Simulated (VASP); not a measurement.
Crystal: BaZrO3.

```
Ba Zr O
1.0
     4.19134    0.00000    0.00000
     0.00000    4.19134    0.00000
     0.00000    0.00000    4.19134
Ba Zr O
1 1 3
Cartesian
  0.0000 0.0000 0.0000
  2.0957 2.0957 2.0957
  0.0000 2.0957 2.0957
  2.0957 0.0000 2.0957
  2.0957 2.0957 0.0000
```

Base run:

- Program: VASP 6.6.1
- Functional: PBEsol
- Potentials or basis: VASP PAW PBE potentials, release 64 (Ba_sv, Zr_sv, O)
- Cutoff: 520 eV
- k mesh: 5 × 5 × 5
- Occupations: gaussian, width 0.01 eV
- Spin: no spin polarisation

Its results: band gap on the k mesh 3.21 eV, indirect (least direct gap 3.33 eV); pressure -0.1 GPa.

Problem. The run is repeated on the same cell with these changes: k mesh from 5 × 5 × 5 to 3 × 3 × 3. What comes out?

Solution. Band gap on the k mesh 3.29 eV, direct; pressure 0.1 GPa.

Caveats: some runs use coarse meshes; the PAW data sets were made with another functional, which shifts forces and pressure a little; spin-orbit coupling is left out, which moves the levels of the heavy elements.

A k mesh can miss the band edges.
